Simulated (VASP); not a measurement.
# H3C2N in VASP: further runs

The runs below take H3C2N through single point, with PBE.

Program: VASP 6.6.1. These are calculated values, not measurements. Logs are shortened: lines on timing, memory, paths and dates and some standing lists are left out, and cuts for length are marked.

### Step 1. The cell of the first run

The cell holds a disordered packing, 36 atoms: a = 8.052 Å, b = 8.052 Å, c = 8.052 Å, α = 90.00°, β = 90.00°, γ = 90.00°.

### Step 2. Single point, PBE

The input, INCAR:

```
PREC = Accurate ; ENCUT = 520
EDIFF = 1E-6 ; ISMEAR = -1
SIGMA = 0.05 ; LREAL = Auto
LASPH = T ; NELM = 120
ALGO = Normal ; ISIF = 2
LWAVE = F ; LCHARG = T
GGA = PE ; LELF = T
LVHAR = T ; NBANDS = 72
GGA_COMPAT = F
```

The input, KPOINTS:

```
regular mesh
0
Gamma
  1 1 1
```

The input, POSCAR:

```
H3C2N
1.0
    8.0517480000      0.0000000000      0.0000000000
    0.0000000000      8.0517480000      0.0000000000
    0.0000000000      0.0000000000      8.0517480000
C N H
12 6 18
Direct
    0.7222779451      0.9052941051      0.8602231466
    0.7360637715      1.0290312116      0.9721243139
    0.0668798874      0.3967585672      0.8805292962
    0.1739125467      0.2848573999      0.9920951326
    0.3111498273      0.5963922368      0.5477568349
    0.4218214480      0.5604000523      0.6806596530
    0.1659888014      0.9228430895      0.3008415067
    0.0812494380      0.9590588280      0.4540753138
    0.6448910224      0.1260471639      0.5215265058
    0.7569163864      0.2451020573      0.5614060450
    0.6111467969      0.5273513279      0.1982675066
    0.7804143895      0.5839974127      0.1880585433
    0.7644178631      1.1068900815      1.0925081113
    0.2866458314      0.2092216498      1.0232188091
    0.5056665956      0.5376223896      0.7967959256
   -0.0109417235      0.9993233767      0.5544261942
    0.8686933570      0.3435527292      0.5519050025
    0.9080636900      0.6051977782      0.1183842316
    0.8176857994      0.9198375309      0.7656225704
    0.7698949346      0.7971560958      0.9330893118
    0.6066260395      0.8651537529      0.8416060711
   -0.0631415688      0.3764648372      0.8556899694
    0.0776849946      0.5281958650      0.8931725136
    0.1072810525      0.3907350305      0.7526937008
    0.3424722185      0.7058715698      0.4928370833
    0.2865340545      0.5042631737      0.4564598892
    0.1899463322      0.6384576368      0.6056448861
    0.1642003699      1.0307078662      0.2355264969
    0.3127271246      0.9080388507      0.3149129854
    0.1208433250      0.8168040033      0.2334772524
    0.7100445767     -0.0002608129      0.5589842106
    0.5210172996      0.1176142125      0.5819730076
    0.6576460167      0.1271276746      0.4045581158
    0.5601764983      0.5995468313      0.0929860199
    0.6438229314      0.4018257899      0.1931630250
    0.5417208785      0.5829293217      0.3214954070
```

Potentials or basis: VASP PAW PBE potentials, release 64 (C, N, H).

Run with:

```
cat potpaw_PBE.64/C/POTCAR potpaw_PBE.64/N/POTCAR potpaw_PBE.64/H/POTCAR > POTCAR
mpirun -np 1 vasp_gam > vasp.out
```

OUTCAR:

```text
PREC = Accurate
   ENCUT = 520
   EDIFF = 1E-6
   ISMEAR = -1
   LREAL = Auto
   LASPH = T
   NELM = 120
   ISIF = 2
   GGA = PE

 ion  position               nearest neighbor table
   1  0.722  0.905  0.860-  21 1.00  19 1.09  20 1.12   2 1.35
   2  0.736  0.029  0.972-  13 1.18   1 1.35
   3  0.067  0.397  0.881-  23 1.07  22 1.08  24 1.08   4 1.54
   4  0.174  0.285  0.992-  14 1.12   3 1.54
   5  0.311  0.596  0.548-  25 1.02  26 1.06  27 1.13   6 1.42
   6  0.422  0.560  0.681-  15 1.17   5 1.42
   7  0.166  0.923  0.301-  28 1.02  30 1.07  29 1.19   8 1.44
   8  0.081  0.959  0.454-  16 1.14   7 1.44
   9  0.645  0.126  0.522-  33 0.95  32 1.11  31 1.18  10 1.35
  10  0.757  0.245  0.561-  17 1.20   9 1.35
  11  0.611  0.527  0.198-  35 1.05  34 1.11  36 1.22  12 1.44
  12  0.780  0.584  0.188-  18 1.18  11 1.44
  13  0.764  0.107  0.093-   2 1.18
  14  0.287  0.209  0.023-   4 1.12
  15  0.506  0.538  0.797-   6 1.17
  16  0.989  0.999  0.554-   8 1.14
  17  0.869  0.344  0.552-  10 1.20
  18  0.908  0.605  0.118-  12 1.18
[... 16 lines left out ...]
  35  0.644  0.402  0.193-  11 1.05
  36  0.542  0.583  0.321-  11 1.22

  LATTYP: Found a simple cubic cell.
 ALAT       =     8.0517480000

  Lattice vectors:

 A1 = (   8.0517480000,   0.0000000000,   0.0000000000)
 A2 = (   0.0000000000,   8.0517480000,   0.0000000000)
 A3 = (   0.0000000000,   0.0000000000,   8.0517480000)

Analysis of symmetry for initial positions (statically):
=====================================================================
 Subroutine PRICEL returns:
 Original cell was already a primitive cell.

 Routine SETGRP: Setting up the symmetry group for a
 simple cubic supercell.

 Subroutine GETGRP returns: Found  1 space group operations
 (whereof  1 operations were pure point group operations)
 out of a pool of 48 trial point group operations.

The static configuration has the point symmetry C_1 .

Analysis of symmetry for dynamics (positions and initial velocities):
=====================================================================
 Subroutine PRICEL returns:
 Original cell was already a primitive cell.

 Routine SETGRP: Setting up the symmetry group for a
 simple cubic supercell.

 Subroutine GETGRP returns: Found  1 space group operations
 (whereof  1 operations were pure point group operations)
 out of a pool of 48 trial point group operations.

The dynamic configuration has the point symmetry C_1 .

 Subroutine INISYM returns: Found  1 space group operations
 (whereof  1 operations are pure point group operations),
 and found     1 'primitive' translations

----------------------------------------------------------------------------------------

                                     Primitive cell

  volume of cell :     522.0000

  direct lattice vectors                    reciprocal lattice vectors
     8.051748000  0.000000000  0.000000000     0.124196634  0.000000000  0.000000000
     0.000000000  8.051748000  0.000000000     0.000000000  0.124196634  0.000000000
     0.000000000  0.000000000  8.051748000     0.000000000  0.000000000  0.124196634

  length of vectors
     8.051748000  8.051748000  8.051748000     0.124196634  0.124196634  0.124196634

  position of ions in fractional coordinates (direct lattice)
     0.722277945  0.905294105  0.860223147
     0.736063771  0.029031212  0.972124314
     0.066879887  0.396758567  0.880529296
     0.173912547  0.284857400  0.992095133
     0.311149827  0.596392237  0.547756835
     0.421821448  0.560400052  0.680659653
[... 28 lines left out ...]
     0.643822931  0.401825790  0.193163025
     0.541720879  0.582929322  0.321495407

  ion indices of the primitive-cell ions
   primitive index   ion index
                 1           1
                 2           2
                 3           3
                 4           4
                 5           5
                 6           6
[... 28 lines left out ...]
                35          35
                36          36

----------------------------------------------------------------------------------------

 KPOINTS: regular mesh

Automatic generation of k-mesh.
 Grid dimensions read from file:
 generate k-points for:    1    1    1

 Generating k-lattice:

  Cartesian coordinates                     Fractional coordinates (reciprocal lattice)
     0.124196634  0.000000000  0.000000000     1.000000000  0.000000000  0.000000000
     0.000000000  0.124196634  0.000000000     0.000000000  1.000000000  0.000000000
     0.000000000  0.000000000  0.124196634     0.000000000  0.000000000  1.000000000

  Length of vectors
     0.124196634  0.124196634  0.124196634

  Shift w.r.t. Gamma in fractional coordinates (k-lattice)
     0.000000000  0.000000000  0.000000000

 Subroutine IBZKPT returns following result:
 ===========================================

 Found      1 irreducible k-points:

 Following reciprocal coordinates:
            Coordinates               Weight
  0.000000  0.000000  0.000000      1.000000
   k-points           NKPTS =      1   k-points in BZ     NKDIM =      1   number of bands    NBANDS=     72
   number of dos      NEDOS =    301   number of ions     NIONS =     36
   total plane-waves  NPLWV = 216000
   dimension x,y,z NGX =    60 NGY =   60 NGZ =   60
   dimension x,y,z NGXF=   120 NGYF=  120 NGZF=  120
   ions per type =              12   6  18
   NGX,Y,Z   is equivalent  to a cutoff of  12.39, 12.39, 12.39 a.u.
   NGXF,Y,Z  is equivalent  to a cutoff of  24.78, 24.78, 24.78 a.u.
 SYSTEM =  unknown system
   PREC   = accura    normal or accurate (medium, high low for compatibility)
   ISTART =      0    job   : 0-new  1-cont  2-samecut
   ICHARG =      2    charge: 1-file 2-atom 10-const
   ISPIN  =      1    spin polarized calculation?
   LNONCOLLINEAR =      F non collinear calculations
   LSORBIT =      F    spin-orbit coupling
   LASPH  =      T    aspherical Exc in radial PAW
   ENCUT  =  520.0 eV  38.22 Ry    6.18 a.u.  14.97 14.97 14.97*2*pi/ulx,y,z
   NELM   =    120;   NELMIN=  2; NELMDL= -5     # of ELM steps
   EDIFF  = 0.1E-05   stopping-criterion for ELM
   LREAL  =      T    real-space projection
   EDIFFG = 0.1E-04   stopping-criterion for IOM
   NSW    =      0    number of steps for IOM
   IBRION =     -1    ionic relax: 0-MD 1-quasi-New 2-CG
   NFREE  =      0    steps in history (QN), initial steepest desc. (CG)
   ISIF   =      2    stress and relaxation
   ISYM   =      2    0-nonsym 1-usesym 2-fastsym
   POTIM  = 0.5000    time-step for ionic-motion
   TEBEG  =    0.0;   TEEND  =   0.0 temperature during run
   PSTRESS=    0.0 pullay stress
   NELECT =      96.0000    total number of electrons
   NUPDOWN=      -1.0000    fix difference up-down
   EMIN   =  10.00;   EMAX   =-10.00  energy-range for DOS
   EFERMI =   0.00;   METHOD = LEGACY
   ISMEAR =    -1;   SIGMA  =   0.05  broadening in eV -4-tet -1-fermi 0-gaus
   EFERMI_NEDOS =   21; number of points for ismear=-14 and -15
   IALGO  =     38    algorithm
   IMIX   =      4    mixing-type and parameters
     AMIX     =   0.40;   BMIX     =  1.00
     AMIX_MAG =   1.60;   BMIX_MAG =  1.00
  volume/ion in A,a.u.               =      14.50        97.85
  Fermi-wavevector in a.u.,A,eV,Ry     =   0.930983  1.759303 11.792568  0.866729
  Thomas-Fermi vector in A             =   2.057429
   LORBIT       =      0    0 simple, 1 ext, 2 COOP (PROOUT), +10 PAW based schemes
   GGA     = PE    functional components
   LHFCALC =     F    Hartree Fock is set to
   AEXX    =    0.0000 exact exchange contribution
   IVDW    =     0    specifies the selected vdW correction
   LEPSILON=     F    determine dielectric tensor
   LRPA    =     F    only Hartree local field effects (RPA)
 non-spin polarized calculation
  energy-cutoff  :      520.00
  volume of cell :      522.00
 maximum number of plane-waves:      6999
 NGX is ok and might be reduce to    60
   NGX = 29   NGY = 29   NGZ = 29

 number of electron      95.9999994 magnetization

 Free energy of the ion-electron system (eV)
  ---------------------------------------------------
  ext. energy  EPLUGINS =         0.00000000
  ---------------------------------------------------
  free energy    TOTEN  =      -216.40428955 eV

  energy without entropy =     -216.40428955  energy(sigma->0) =     -216.40428955

 E-fermi :  -2.8252     XC(G=0):  -6.1728

 val. band max:       -4.0732503667   @ k =   0.0000   0.0000   0.0000
 cond. band min:       1.4053567567   @ k =   0.0000   0.0000   0.0000
 fundamental gap:      5.4786071234
 Fermi energy:        -2.8251519601

 k-point     1 :       0.0000    0.0000    0.0000
  band No.  band energies     occupation
      1     -19.9913      2.00000
      2     -19.8561      2.00000
      3     -19.7597      2.00000
      4     -19.4344      2.00000
      5     -19.3009      2.00000
      6     -19.0913      2.00000
[... 52 lines left out ...]
     59       3.0266      0.00000
     60       3.1110      0.00000
 [bands above 60 left out]

------------------------ aborting loop because EDIFF is reached ----------------------------------------

  FORCE on cell =-STRESS in cart. coord.  units (eV):
  Direction    XX          YY          ZZ          XY          YZ          ZX
  --------------------------------------------------------------------------------------
  -------------------------------------------------------------------------------------
  Total        7.5463058     14.1676117     14.0572661      2.7743989      3.6021295      2.3639938
  in kB       23.1619148     43.4847227     43.1460384      8.5154768     11.0560344      7.2558182
  external PRESSURE =      36.5975586 kB  Pullay stress =       0.0000000 kB

 VOLUME and BASIS-vectors are now :
 -----------------------------------------------------------------------------
  energy-cutoff  :      520.00
  volume of cell :      522.00
      direct lattice vectors                 reciprocal lattice vectors
     8.051748000  0.000000000  0.000000000     0.124196634  0.000000000  0.000000000
     0.000000000  8.051748000  0.000000000     0.000000000  0.124196634  0.000000000
     0.000000000  0.000000000  8.051748000     0.000000000  0.000000000  0.124196634

 POSITION                                       TOTAL-FORCE (eV/Angst)
 -----------------------------------------------------------------------------------
      5.81560      7.28920      6.92630         3.890124     -2.469673     -0.309481
      5.92660      0.23375      7.82730         0.716045      3.309734      4.516918
      0.53850      3.19460      7.08980         0.838262     -0.930542     -0.052227
      1.40030      2.29360      7.98810        -5.831932      5.122554     -4.064240
      2.50530      4.80200      4.41040        -2.346929     -0.402416      2.038512
      3.39640      4.51220      5.48050         0.674821     -0.509660      0.863126
[... 28 lines left out ...]
      5.18390      3.23540      1.55530        -1.226097     -2.398515     -0.296898
      4.36180      4.69360      2.58860         1.376080     -1.592702     -2.155832
 -----------------------------------------------------------------------------------
    total drift:                               -0.006797     -0.013823      0.029915

  FREE ENERGIE OF THE ION-ELECTRON SYSTEM (eV)
  ---------------------------------------------------
  free  energy   TOTEN  =      -216.4042895460 eV

  energy  without entropy=     -216.4042895460  energy(sigma->0) =     -216.40428955
```

Wall time 53 s (1 thread of AMD EPYC 9R14 (Zen 4), shared host); peak memory 0.43 GiB.

What came out:

| Item | Value |
| --- | --- |
| Free energy | -216.4043 eV |
| Pressure | 3.7 GPa |
| Largest force | 8.762 eV/Å |
| Band gap on the k mesh | 5.48 eV |

Forces on the atoms (eV/Å):
```
C    3.890 -2.470 -0.309
C    0.716  3.310  4.517
C    0.838 -0.931 -0.052
C   -5.832  5.123 -4.064
C   -2.347 -0.402  2.039
C    0.675 -0.510  0.863
C    3.390 -1.753  2.043
C    1.059 -0.956 -2.096
C   -1.634 -4.711  7.167
C    4.971  5.504  0.609
C   -0.810  4.155  2.780
C    2.219  0.722 -1.565
N   -0.422  0.069 -1.005
N    4.631 -3.575  2.213
N   -0.124  0.118 -0.369
N   -1.016  0.181  2.284
N   -2.787 -1.957  0.602
N   -0.993  0.414  1.676
H   -0.401 -0.092 -0.906
H    0.220  0.016 -0.181
H   -3.940 -0.866 -1.741
H   -0.621 -0.719  0.997
H    0.322  0.839  1.316
H    0.889 -1.021 -0.540
H    1.285  2.564 -1.686
H   -0.063 -1.010 -0.539
H    0.460 -0.759 -0.292
H   -0.415  2.643 -2.225
H   -2.126 -0.023  0.159
H   -0.528 -0.496 -0.269
H   -0.896  1.577 -0.494
H    0.372  0.598 -0.532
H   -0.560 -0.395 -7.824
H   -0.573 -1.194 -0.121
H   -1.226 -2.399 -0.297
H    1.376 -1.593 -2.156
```

Stress tensor (GPa, compression positive):
```
2.32 0.85 0.73
0.85 4.35 1.11
0.73 1.11 4.31
```

Levels at points of the mesh, in eV from the valence-band top:
| k point | band 46 | band 47 | band 48 | band 49 | band 50 | band 51 |
| --- | --- | --- | --- | --- | --- | --- |
| (0.00, 0.00, 0.00) | -0.31 | -0.20 | 0.00 | 5.48 | 5.92 | 6.12 |

Caveat: the k points lie up to 0.78 Å⁻¹ apart.

### Step 3. Single point, PBE

INCAR is that of step 2.

The input, KPOINTS:

```
Automatic mesh
0
Gamma
  1 1 1
```

The input, POSCAR:

```
H3C2N
1.0
    8.0517480000      0.0000000000      0.0000000000
    0.0000000000      8.0517480000      0.0000000000
    0.0000000000      0.0000000000      8.0517480000
C N H
12 6 18
Direct
    0.7116094542      0.8589066623      0.8777721310
    0.7438509005      1.0188967663      0.9505140995
    0.0845903275      0.4131525229      0.8966127604
    0.1817617740      0.2545658409      0.9447637954
    0.3146770117      0.5892136714      0.5306922174
    0.4111405374      0.5693049509      0.6824853436
    0.1940944997      0.9303321465      0.3010029623
    0.0773993424      0.9768313663      0.4444003960
    0.6916386355      0.1261341016      0.5267924431
    0.8118112986      0.2507654239      0.5537555323
    0.6386811907      0.5210297193      0.1827180880
    0.8056263062      0.5742976556      0.1392244268
    0.7487442478      1.1256313536      1.0505793276
    0.2396498251      0.1513335986      1.0216415119
    0.5035428332      0.5247556183      0.7820662048
    0.0057999828      1.0017700504      0.5747696028
    0.8983390936      0.3618965720      0.5685846104
    0.9478562916      0.5711803201      0.1585991017
    0.7357532799      0.8656257002      0.7553639284
    0.8057629225      0.7932314822      0.9551217947
    0.5999442606      0.8081847569      0.9052692658
   -0.0513801475      0.4431584297      0.8979789233
    0.1249418139      0.5102494514      0.9808304979
    0.1398578296      0.4177850574      0.7724285460
    0.3929457305      0.5584253258      0.4236347188
    0.2096439183      0.4877201820      0.5261466206
    0.2533487138      0.7144783965      0.5072935715
    0.2021300220      1.0207969748      0.1906542530
    0.3222281671      0.9221103293      0.3421368875
    0.1470488147      0.8171765932      0.2452635130
    0.7115349363      0.0473064979      0.6451518354
    0.5694912459      0.1625733940      0.5011955168
    0.7456641713      0.0977179117      0.4162822781
    0.5737015118      0.5451611253      0.0565839865
    0.6422953128      0.3951936896      0.2128730308
    0.6084765693      0.5819978469      0.2959357397
```

Potentials or basis: VASP PAW PBE potentials, release 64 (C, N, H).

Run with:

```
cat potpaw_PBE.64/C/POTCAR potpaw_PBE.64/N/POTCAR potpaw_PBE.64/H/POTCAR > POTCAR
mpirun -np 1 vasp_gam > vasp.out
```

It took 56 s on 1 thread of AMD EPYC 9R14 (Zen 4), shared host; peak memory 0.43 GiB.

The run converged. Its results:

```
Free energy            : -216.5278 eV
Pressure               : 2.3 GPa
Largest force          : 6.500 eV/Å
Band gap on the k mesh : 5.15 eV
```

Forces in eV/Å, atoms in the order of the input:
```
C    3.316  1.184  3.033
C   -1.309  1.664  2.321
C    1.935 -1.443 -0.838
C   -4.598  4.563 -0.536
C   -2.041 -0.553 -0.303
C   -1.041  0.154 -2.114
C   -1.665  1.458  0.305
C   -0.070  0.127  2.500
C    0.779 -0.507  3.690
C   -2.035  0.689  0.551
C    0.032  1.963 -3.465
C   -0.462 -1.451  1.966
N    0.344 -0.612 -1.214
N    2.242 -2.760  0.972
N    0.999 -0.156  1.618
N    2.441 -1.139 -4.113
N    2.155  2.457  0.141
N    1.476  1.191 -0.025
H    0.956 -0.735 -3.514
H   -0.047 -0.694 -1.017
H   -3.186 -0.908  0.666
H    0.681 -1.863 -0.263
H    0.908  0.185 -0.054
H   -0.592  1.182 -0.297
H    0.153  0.162  0.028
H    1.146  1.440  0.221
H    0.646 -1.169  0.594
H   -0.479 -0.369  1.253
H    0.232 -0.247  0.439
H    0.015 -0.649  0.030
H   -0.726  0.220 -2.202
H   -1.671  0.870  0.194
H    0.756 -2.842 -2.953
H   -0.556 -0.393  1.964
H    0.162 -2.129 -0.091
H   -0.897  1.112  0.514
```

Stress tensor (GPa, compression positive):
```
 2.74  0.98  0.74
 0.98  3.66 -0.09
 0.74 -0.09  0.47
```

Levels at points of the mesh, in eV from the valence-band top:
| k point | band 45 | band 46 | band 47 | band 48 | band 49 | band 50 | band 51 | band 52 |
| --- | --- | --- | --- | --- | --- | --- | --- | --- |
| (0.00, 0.00, 0.00) | -0.60 | -0.51 | -0.45 | 0.00 | 5.15 | 5.68 | 5.80 | 5.90 |

Caveat: the k points lie up to 0.78 Å⁻¹ apart.

[end of part 1 of 3]
